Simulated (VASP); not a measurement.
Here is a VASP 6.6.1 calculation.

Contents of INCAR:

```
SYSTEM = CaS
ALGO = Normal
EDIFF = 1E-6
ENCUT = 500
GGA = RP
GGA_COMPAT = .False.
ISIF = 2
ISMEAR = 0
LASPH = .True.
LCHARG = .False.
LREAL = .False.
LWAVE = .False.
NBANDS = 15
NELM = 120
PREC = Accurate
SIGMA = 0.01
```

Contents of KPOINTS:

```
k-points
0
Gamma
  5 5 5
  0 0 0
```

POSCAR

```
CaS
1.0
    0.0000000000      2.8804121851      2.8804121851
    2.8804121851      0.0000000000      2.8804121851
    2.8804121851      2.8804121851      0.0000000000
Ca S
1 1
Direct
    0.0000000000      0.0000000000      0.0000000000
    0.5000000000      0.5000000000      0.5000000000
```

Potentials or basis: VASP PAW PBE potentials, release 64 (Ca_sv, S).

Run with:

```console
$ cat potpaw_PBE.64/Ca_sv/POTCAR potpaw_PBE.64/S/POTCAR > POTCAR
$ mpirun -np 1 vasp_std > vasp.out
```

**Question.** Estimate the pressure.

**Answer.** 0.9 GPa.

**Question.** What does it give for the band gap on the k mesh?

**Answer.** 2.68 eV, indirect (least direct gap 3.41 eV).

Caveat: the PAW data sets were made with another functional, which shifts forces and pressure a little. A hybrid or GW would open this gap; RPBE tends to underestimate it.
